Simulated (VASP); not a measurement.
# BaTiO3 (P4mm) in VASP: further runs, part 2 of 2

VASP 6.6.1.

## (3) Electric field gradients, PBE (12.34 Å³/atom)

This run uses another cell than the first one, of 12.34 Å³/atom.

Contents of INCAR:

```
PREC = Accurate
ENCUT = 520
EDIFF = 1E-8
ISMEAR = -1
SIGMA = 0.08
LREAL = False
LASPH = True
NELM = 60
ALGO = Normal
ISIF = 2
LWAVE = False
LCHARG = False
GGA = PE
LEFG = True
NBANDS = 28
```

Contents of KPOINTS:

```
Automatic mesh
0
Gamma
  7 7 7
```

Contents of POSCAR:

```
BaTiO3
1.0
    3.9457420220      0.0000000000      0.0000000000
    0.0000000000      3.9457420220      0.0000000000
    0.0000000000      0.0000000000      3.9636960459
Ba Ti O
1 1 3
Direct
    0.0000000000      0.0000000000      0.0000000000
    0.5000000000      0.5000000000      0.4820000000
    0.5000000000      0.5000000000      0.0160000000
    0.5000000000      0.0000000000      0.5150000000
    0.0000000000      0.5000000000      0.5150000000
```

Potentials or basis: VASP PAW PBE potentials, release 64 (Ba_sv, Ti_sv, O).

Run with:

```console
$ cat potpaw_PBE.64/Ba_sv/POTCAR potpaw_PBE.64/Ti_sv/POTCAR potpaw_PBE.64/O/POTCAR > POTCAR
$ mpirun -np 1 vasp_std > vasp.out
```

OUTCAR:

```text
PREC = Accurate
   ENCUT = 520
   EDIFF = 1E-8
   ISMEAR = -1
   LREAL = False
   LASPH = True
   NELM = 60
   ISIF = 2
   GGA = PE

 ion  position               nearest neighbor table
   1  0.000  0.000  0.000-   4 2.75   5 2.75   5 2.75   4 2.75   3 2.79   3 2.79   3 2.79   3 2.79
                             4 2.84   5 2.84   5 2.84   4 2.84   2 3.38   2 3.38   2 3.38   2 3.38
   2  0.500  0.500  0.482-   3 1.85   4 1.98   5 1.98   4 1.98   5 1.98   3 2.12   1 3.38   1 3.38
                             1 3.38   1 3.38   1 3.46   1 3.46   1 3.46   1 3.46
   3  0.500  0.500  0.016-   2 1.85   2 2.12   1 2.79   1 2.79   1 2.79   1 2.79
   4  0.500  0.000  0.515-   2 1.98   2 1.98   1 2.75   1 2.75   1 2.84   1 2.84
   5  0.000  0.500  0.515-   2 1.98   2 1.98   1 2.75   1 2.75   1 2.84   1 2.84

[... 984 lines left out ...]
   3      -6.379    -6.379    12.758     0.000     0.000    -0.000
   4     -11.430    23.936   -12.506    -0.000     0.000     0.000
   5      23.936   -11.430   -12.506    -0.000    -0.000     0.000
---------------------------------------------------------------------

 Electric field gradients after diagonalization (V/A^2)
 (convention: |V_zz| > |V_xx| > |V_yy|)
----------------------------------------------------------------------
 ion       V_xx      V_yy      V_zz     asymmetry (V_yy - V_xx)/ V_zz
----------------------------------------------------------------------
   1       2.231     2.231    -4.462       0.000
   2       0.988     0.988    -1.976       0.000
   3      -6.379    -6.379    12.758       0.000
   4     -12.506   -11.430    23.936       0.045
   5     -12.506   -11.430    23.936       0.045
----------------------------------------------------------------------

           NMR quadrupolar parameters

 Cq : quadrupolar parameter    Cq=e*Q*V_zz/h
 eta: asymmetry parameters     (V_yy - V_xx)/ V_zz
 Q  : nuclear electric quadrupole moment in mb (millibarn)
----------------------------------------------------------------------
 ion       Cq(MHz)       eta       Q (mb)
----------------------------------------------------------------------
   1      -0.011       0.000       1.000
   2      -0.005       0.000       1.000
   3       0.031       0.000       1.000
   4       0.058       0.045       1.000
   5       0.058       0.045       1.000
----------------------------------------------------------------------
```

OSZICAR:

```text
N       E                     dE             d eps       ncg     rms          rms(c)
DAV:   1     0.440015662571E+03    0.44002E+03   -0.21048E+04  2240   0.156E+03
DAV:   2    -0.375185128436E+01   -0.44377E+03   -0.42335E+03  2568   0.434E+02
DAV:   3    -0.483016784438E+02   -0.44550E+02   -0.43767E+02  3088   0.135E+02
DAV:   4    -0.504760694227E+02   -0.21744E+01   -0.21698E+01  3356   0.253E+01
[... 10 lines left out ...]
DAV:  15    -0.398454899655E+02   -0.74849E-06   -0.11865E-05  3168   0.316E-02    0.126E-02
DAV:  16    -0.398454886000E+02    0.13655E-05   -0.77709E-06  2940   0.289E-02    0.466E-03
DAV:  17    -0.398454883768E+02    0.22322E-06   -0.13708E-06  2848   0.123E-02    0.113E-03
DAV:  18    -0.398454883956E+02   -0.18867E-07   -0.71717E-08  2548   0.198E-03    0.805E-04
DAV:  19    -0.398454884055E+02   -0.98235E-08   -0.28483E-08  2020   0.176E-03
   1 F= -.39845488E+02 E0= -.39845488E+02  d E =-.673338E-06
```

Run time: 43 s. Hardware: 1 thread of Intel Xeon 6975P-C (Granite Rapids), shared host; peak memory 0.21 GiB.

Results:

| Property | Result |
| --- | --- |
| Free energy | -39.8455 eV |
| Pressure | 12.4 GPa |
| Largest force | 0.327 eV/Å |
| Band gap on the k mesh | 1.96 eV (least direct gap 2.16 eV) |
| Largest electric field gradient by atom | Ba -4.5; Ti -2.0; O +12.8, +23.9 (each value once) V/Å² |

Forces on the atoms (eV/Å):
```
Ba   0.000  0.000 -0.043
Ti   0.000  0.000  0.327
O    0.000  0.000 -0.011
O    0.000  0.000 -0.137
O    0.000  0.000 -0.137
```

Stress tensor (GPa, compression positive):
```
11.81  0.00  0.00
 0.00 11.81  0.00
 0.00  0.00 13.69
```

Electric field gradients, principal values (V/Å²):
| atom | least | middle | greatest (by size) |
| --- | --- | --- | --- |
| 1 Ba | 2.231 | 2.231 | -4.462 |
| 2 Ti | 0.988 | 0.988 | -1.976 |
| 3 O | -6.379 | -6.379 | 12.758 |
| 4 O | -11.430 | -12.506 | 23.936 |
| 5 O | -11.430 | -12.506 | 23.936 |

Caveat: the cell stands under pressure; without QUAD_EFG the Cq values of the log hold for a quadrupole moment of 1 mb, not for the nuclei; spin-orbit coupling is left out, which moves the levels of the heavy elements; an odd mesh through Γ misses points on the zone boundary, where band edges can lie.
